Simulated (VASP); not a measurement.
# Si3Mo (Cmc2_1) in VASP: single point with PBE

Aim: the single point of Si3Mo with PBE.

All numbers are computed with VASP 6.6.1; they aren't measurements. Logs are shortened: lines on timing, memory, paths and dates and some standing lists are left out, and cuts for length are marked.

## 1. The cell of the first run

It takes space group Cmc2_1 (No. 36, orthorhombic). The conventional cell has a = 7.769 Å, b = 5.032 Å, c = 5.938 Å, α = 90.00°, β = 90.00°, γ = 90.00°. Si (site symmetry m) has 10 Si at 2.53 to 3.25 Å and 3 Mo at 2.56 to 2.73 Å within 3.3 Å. Si (site symmetry 1) has 9 Si at 2.53 to 3.37 Å and 3 Mo at 2.54 to 2.63 Å within 3.4 Å. Within 3.4 Å of Mo (site symmetry m) lie 9 Si at 2.54 to 2.73 Å and 2 Mo at 3.19 Å.

## 2. Single point, PBE, collinear spin

INCAR

```
PREC = Accurate ; ENCUT = 520
EDIFF = 1E-6 ; ISMEAR = 0
SIGMA = 0.1 ; LREAL = F
LASPH = T ; NELM = 150
ALGO = Normal ; ISIF = 2
LWAVE = F ; LCHARG = T
ISPIN = 2 ; MAGMOM = 0 0 0 0 0 0 1 1
LORBIT = 11 ; LMAXMIX = 4
GGA = PE ; LELF = T
LVHAR = T ; NBANDS = 40
```

KPOINTS

```
Automatic mesh
0
Gamma
  4 4 4
```

POSCAR

```
Si3Mo
1.0
    3.8843051031     -2.5160632069      0.0000000000
    3.8843051031      2.5160632069      0.0000000000
    0.0000000000      0.0000000000      5.9380341929
Si Mo
6 2
Direct
    0.3997038115      0.6002961885      0.8722300230
    0.6002961885      0.3997038115      0.3722300230
    0.0125261498      0.4215027796      0.6823065341
    0.4215027796      0.0125261498      0.1823065341
    0.5784972204      0.9874738502      0.6823065341
    0.9874738502      0.5784972204      0.1823065341
    0.1169979282      0.8830020718      0.5144177923
    0.8830020718      0.1169979282      0.0144177923
```

Potentials or basis: VASP PAW PBE potentials, release 64 (Si, Mo_sv).

Launch:

```
$ cat potpaw_PBE.64/Si/POTCAR potpaw_PBE.64/Mo_sv/POTCAR > POTCAR
$ mpirun -np 1 vasp_std > vasp.out
```

OUTCAR:

```text
PREC = Accurate
   ENCUT = 520
   EDIFF = 1E-6
   ISMEAR = 0
   LREAL = F
   LASPH = T
   NELM = 150
   ISIF = 2
   ISPIN = 2
   LORBIT = 11
   GGA = PE

 ion  position               nearest neighbor table
   1  0.400  0.600  0.872-   3 2.53   5 2.53   7 2.56   8 2.57   4 2.68   6 2.68   8 2.73   5 2.84
                             3 2.84   2 3.14   2 3.14
   2  0.600  0.400  0.372-   4 2.53   6 2.53   8 2.56   7 2.57   5 2.68   3 2.68   7 2.73   4 2.84
                             6 2.84   1 3.14   1 3.14
   3  0.013  0.422  0.682-   1 2.53   7 2.54   5 2.57   5 2.57   7 2.58   8 2.63   2 2.68   1 2.84
                             6 3.05   6 3.05
   4  0.422  0.013  0.182-   2 2.53   8 2.54   6 2.57   6 2.57   8 2.58   7 2.63   1 2.68   2 2.84
                             5 3.05   5 3.05
   5  0.578  0.987  0.682-   1 2.53   7 2.54   3 2.57   3 2.57   7 2.58   8 2.63   2 2.68   1 2.84
                             4 3.05   4 3.05
   6  0.987  0.578  0.182-   2 2.53   8 2.54   4 2.57   4 2.57   8 2.58   7 2.63   1 2.68   2 2.84
                             3 3.05   3 3.05
   7  0.117  0.883  0.514-   3 2.54   5 2.54   1 2.56   2 2.57   5 2.58   3 2.58   6 2.63   4 2.63
                             2 2.73   8 3.19   8 3.19
   8  0.883  0.117  0.014-   4 2.54   6 2.54   2 2.56   1 2.57   6 2.58   4 2.58   3 2.63   5 2.63
                             1 2.73   7 3.19   7 3.19

  LATTYP: Found a base centered orthorhombic cell.
 ALAT       =     5.0321264138
 B/A-ratio  =     1.5438026725
 C/A-ratio  =     1.1800248453

  Lattice vectors:

 A1 = (  -3.8843051031,  -2.5160632069,   0.0000000000)
 A2 = (   3.8843051031,  -2.5160632069,   0.0000000000)
 A3 = (   0.0000000000,   0.0000000000,   5.9380341929)

Analysis of symmetry for initial positions (statically):
=====================================================================
 Subroutine PRICEL returns:
 Original cell was already a primitive cell.

 Routine SETGRP: Setting up the symmetry group for a
 base centered orthorhombic supercell.

 Subroutine GETGRP returns: Found  4 space group operations
 (whereof  2 operations were pure point group operations)
 out of a pool of  8 trial point group operations.

The static configuration has the point symmetry C_1h.
 The point group associated with its full space group is C_2v.

Analysis of symmetry for dynamics (positions and initial velocities):
=====================================================================
 Subroutine PRICEL returns:
 Original cell was already a primitive cell.

 Routine SETGRP: Setting up the symmetry group for a
 base centered orthorhombic supercell.

 Subroutine GETGRP returns: Found  4 space group operations
 (whereof  2 operations were pure point group operations)
 out of a pool of  8 trial point group operations.
[... 173 lines left out ...]

  energy without entropy =      -55.02992293  energy(sigma->0) =      -55.03606493

 E-fermi :  11.0758     XC(G=0): -11.7922

 val. band max:       11.0450469214   @ k =   0.2500   0.2500   0.2500
 cond. band min:      11.1325067537   @ k =   0.5000   0.5000   0.0000
 fundamental gap:      0.0874598323
 Fermi energy:        11.0757833941

 spin component 1

 k-point     1 :       0.0000    0.0000    0.0000
  band No.  band energies     occupation
      1     -49.8928      1.00000
      2     -49.8747      1.00000
      3     -24.2152      1.00000
      4     -24.0829      1.00000
      5     -24.0579      1.00000
      6     -24.0299      1.00000
[... 850 lines left out ...]
     37      16.8196      0.00000
     38      16.8196      0.00000
 Fermi energy:        11.0757833941

 spin component 2

 k-point     1 :       0.0000    0.0000    0.0000
  band No.  band energies     occupation
      1     -49.8928      1.00000
      2     -49.8747      1.00000
      3     -24.2153      1.00000
      4     -24.0829      1.00000
      5     -24.0579      1.00000
      6     -24.0299      1.00000
[... 850 lines left out ...]
     37      16.8196      0.00000
     38      16.8196      0.00000
 [bands above 38 left out]

------------------------ aborting loop because EDIFF is reached ----------------------------------------

  FORCE on cell =-STRESS in cart. coord.  units (eV):
  Direction    XX          YY          ZZ          XY          YZ          ZX
  --------------------------------------------------------------------------------------
  -------------------------------------------------------------------------------------
  Total       -0.1455144      0.0135132     -0.1085161      0.0000000      0.0000000      0.0000000
  in kB       -2.0086720      0.1865357     -1.4979495      0.0000000      0.0000000      0.0000000
  external PRESSURE =      -1.1066953 kB  Pullay stress =       0.0000000 kB

 VOLUME and BASIS-vectors are now :
 -----------------------------------------------------------------------------
  energy-cutoff  :      520.00
  volume of cell :      116.07
      direct lattice vectors                 reciprocal lattice vectors
     3.884305103 -2.516063207  0.000000000     0.128723153 -0.198723148  0.000000000
     3.884305103  2.516063207  0.000000000     0.128723153  0.198723148  0.000000000
     0.000000000  0.000000000  5.938034193     0.000000000  0.000000000  0.168405901

 POSITION                                       TOTAL-FORCE (eV/Angst)
 -----------------------------------------------------------------------------------
      3.88431      0.50470      5.17933         0.000000      0.016758      0.030264
      3.88431     -0.50470      2.21031         0.000000     -0.016758      0.030264
      1.68590      1.02901      4.05156        -0.020060     -0.002992     -0.024812
      1.68590     -1.02901      1.08254        -0.020060      0.002992     -0.024812
      6.08271      1.02901      4.05156         0.020060     -0.002992     -0.024812
      6.08271     -1.02901      1.08254         0.020060      0.002992     -0.024812
      3.88431      1.92731      3.05463         0.000000      0.053854      0.019361
      3.88431     -1.92731      0.08561         0.000000     -0.053854      0.019361
 -----------------------------------------------------------------------------------
    total drift:                               -0.000000      0.000000      0.000185

  FREE ENERGIE OF THE ION-ELECTRON SYSTEM (eV)
  ---------------------------------------------------
  free  energy   TOTEN  =       -55.0422069330 eV

  energy  without entropy=      -55.0299229286  energy(sigma->0) =      -55.03606493

 total charge

# of ion       s       p       d       tot
------------------------------------------
    1        0.774   0.825   0.000   1.599
    2        0.774   0.825   0.000   1.599
    3        0.773   0.835   0.000   1.609
    4        0.773   0.835   0.000   1.609
    5        0.773   0.835   0.000   1.609
    6        0.773   0.835   0.000   1.609
    7        2.284   6.181   4.176  12.641
    8        2.284   6.181   4.176  12.641
--------------------------------------------------
tot          9.210  17.355   8.352  34.917

 magnetization (x)

# of ion       s       p       d       tot
------------------------------------------
    1        0.000   0.000   0.000   0.000
    2        0.000   0.000   0.000   0.000
    3        0.000   0.000   0.000   0.000
    4        0.000   0.000   0.000   0.000
    5        0.000   0.000   0.000   0.000
    6        0.000   0.000   0.000   0.000
    7       -0.000  -0.000  -0.000  -0.000
    8       -0.000  -0.000  -0.000  -0.000
--------------------------------------------------
tot          0.000   0.000  -0.000  -0.000
```

OSZICAR:

```text
N       E                     dE             d eps       ncg     rms          rms(c)
DAV:   1     0.323108460767E+03    0.32311E+03   -0.26358E+04  3552   0.121E+03
DAV:   2    -0.422583569082E+02   -0.36537E+03   -0.35066E+03  3800   0.309E+02
DAV:   3    -0.562607754218E+02   -0.14002E+02   -0.13639E+02  4328   0.527E+01
DAV:   4    -0.564474515697E+02   -0.18668E+00   -0.18625E+00  4056   0.616E+00
DAV:   5    -0.564495615408E+02   -0.21100E-02   -0.21095E-02  4152   0.688E-01    0.282E+01
DAV:   6    -0.555830534085E+02    0.86651E+00   -0.87777E+00  3896   0.150E+01    0.786E+00
DAV:   7    -0.552218599097E+02    0.36119E+00   -0.31823E+00  3792   0.879E+00    0.780E+00
DAV:   8    -0.550459472491E+02    0.17591E+00   -0.39397E-01  3872   0.346E+00    0.175E+00
DAV:   9    -0.550428811160E+02    0.30661E-02   -0.54668E-02  4256   0.102E+00    0.530E-01
DAV:  10    -0.550422089721E+02    0.67214E-03   -0.45063E-03  3920   0.393E-01    0.163E-01
DAV:  11    -0.550422046013E+02    0.43708E-05   -0.36456E-04  3944   0.103E-01    0.734E-02
DAV:  12    -0.550422083016E+02   -0.37003E-05   -0.68941E-05  4032   0.413E-02    0.316E-02
DAV:  13    -0.550422072646E+02    0.10370E-05   -0.86174E-06  3720   0.145E-02    0.127E-02
DAV:  14    -0.550422069330E+02    0.33157E-06   -0.11070E-06  2488   0.627E-03
   1 F= -.55042207E+02 E0= -.55036065E+02  d E =-.122840E-01  mag=    -0.0002
```

It took 2.6 min on 1 thread of AMD EPYC 7R13 (Zen 3), shared host; peak memory 0.32 GiB.

What came out:

```yaml
Free_energy: -55.0422 eV
Pressure: -0.1 GPa
Largest_force: 0.057 eV/Å
Band_gap_on_the_k_mesh: zero (filled and empty bands overlap)
Net_moment: 0.00 μB per cell
Valence_electrons_inside_the_program's_atomic_spheres: Si 1.60, 1.61 (each value once); Mo 12.64
```

Forces in eV/Å, atoms in the order of the input:
```
Si   0.000  0.017  0.030
Si   0.000 -0.017  0.030
Si  -0.020 -0.003 -0.025
Si  -0.020  0.003 -0.025
Si   0.020 -0.003 -0.025
Si   0.020  0.003 -0.025
Mo   0.000  0.054  0.019
Mo   0.000 -0.054  0.019
```

Stress tensor (GPa, compression positive):
```
-0.20  0.00  0.00
 0.00  0.02  0.00
 0.00  0.00 -0.15
```

Levels at points of the mesh, in eV from the Fermi level:
Spin up:
| k point | band 23 | band 24 | band 25 | band 26 | band 27 | band 28 | band 29 | band 30 |
| --- | --- | --- | --- | --- | --- | --- | --- | --- |
| (0.00, 0.00, 0.00) | -2.59 | -2.21 | -1.70 | -1.64 | 0.27 | 1.22 | 1.38 | 1.54 |
| (0.50, 0.00, 0.00) | -2.13 | -2.02 | -0.53 | -0.06 | 0.34 | 0.38 | 0.45 | 1.29 |
| (0.50, 0.50, 0.00) | -2.17 | -1.61 | 0.06 | 0.11 | 0.72 | 0.86 | 1.00 | 1.45 |
| (0.00, 0.00, 0.50) | -2.68 | -2.68 | -1.01 | -1.01 | 0.58 | 0.58 | 1.75 | 1.75 |
| (0.50, 0.00, 0.50) | -1.85 | -1.85 | -0.37 | -0.37 | 0.41 | 0.41 | 0.75 | 0.75 |
| (0.50, 0.50, 0.50) | -2.69 | -2.69 | 0.71 | 0.71 | 1.01 | 1.01 | 1.34 | 1.34 |
Spin down:
| k point | band 22 | band 23 | band 24 | band 25 | band 26 | band 27 | band 28 | band 29 | band 30 | band 31 |
| --- | --- | --- | --- | --- | --- | --- | --- | --- | --- | --- |
| (0.00, 0.00, 0.00) | -3.22 | -2.59 | -2.21 | -1.70 | -1.64 | 0.27 | 1.22 | 1.38 | 1.54 | 2.29 |
| (0.50, 0.00, 0.00) | -2.17 | -2.13 | -2.02 | -0.53 | -0.06 | 0.34 | 0.38 | 0.45 | 1.29 | 1.68 |
| (0.50, 0.50, 0.00) | -2.40 | -2.17 | -1.61 | 0.06 | 0.11 | 0.72 | 0.86 | 1.00 | 1.45 | 2.44 |
| (0.00, 0.00, 0.50) | -3.55 | -2.68 | -2.68 | -1.01 | -1.01 | 0.58 | 0.58 | 1.75 | 1.75 | 2.17 |
| (0.50, 0.00, 0.50) | -2.70 | -1.85 | -1.85 | -0.37 | -0.37 | 0.41 | 0.41 | 0.75 | 0.75 | 1.81 |
| (0.50, 0.50, 0.50) | -2.78 | -2.69 | -2.69 | 0.71 | 0.71 | 1.01 | 1.01 | 1.34 | 1.34 | 2.33 |

Caveat: the k points lie up to 0.37 Å⁻¹ apart, too coarse for converged energies and pressures of a metal.

The gap in the log of VASP goes by the Fermi energy; the results here count the filled bands.